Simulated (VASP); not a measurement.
Input of a VASP 6.6.1 run:

POSCAR

```
Ca
1.0
    4.0876527049      0.0000000000      0.0000000000
   -2.0438263524      3.5400110843      0.0000000000
    0.0000000000      0.0000000000     13.4091163357
Ca
4
Direct
    0.0000000000      1.0000000000      1.0000000000
    1.0000000000      1.0000000000      0.5000000000
    0.3333333333      0.6666666667      0.2500000000
    0.6666666667      0.3333333333      0.7500000000
```

INCAR.step1

```
SYSTEM = Ca
PREC = Accurate
ENCUT = 520
ISMEAR = -1
SIGMA = 0.1
LREAL = .False.
LASPH = .True.
NELM = 100
NBANDS = 28
GGA = PE
ALGO = Normal
EDIFF = 1E-4
LWAVE = .True.
LCHARG = .False.
```

The input INCAR.step2:

```
SYSTEM = Ca
PREC = Accurate
ENCUT = 520
EDIFF = 1E-6
ISMEAR = -1
SIGMA = 0.1
LREAL = .False.
LASPH = .True.
NELM = 100
ALGO = Normal
ISIF = 2
LWAVE = .False.
LCHARG = .False.
METAGGA = R2SCAN
LMIXTAU = .True.
NBANDS = 28
ISTART = 1
```

The input KPOINTS:

```
Automatic mesh
0
Gamma
  10 10 3
  0 0 0
```

Potentials or basis: VASP PAW PBE potentials, release 64 (Ca_sv).

Launch:

```bash
$ cat potpaw_PBE.64/Ca_sv/POTCAR > POTCAR
$ cp INCAR.step1 INCAR
$ mpirun -np 1 vasp_std > vasp.out
$ cp INCAR.step2 INCAR
$ mpirun -np 1 vasp_std > vasp.out
```

Problem. What does it give for the pressure?

Solution. -1.6 GPa.

Problem. Estimate the band gap on the k mesh.

Solution. Zero (bands 20 and 21 overlap by 0.59 eV).

Caveat: the PAW data sets were made with another functional, which shifts forces and pressure a little.
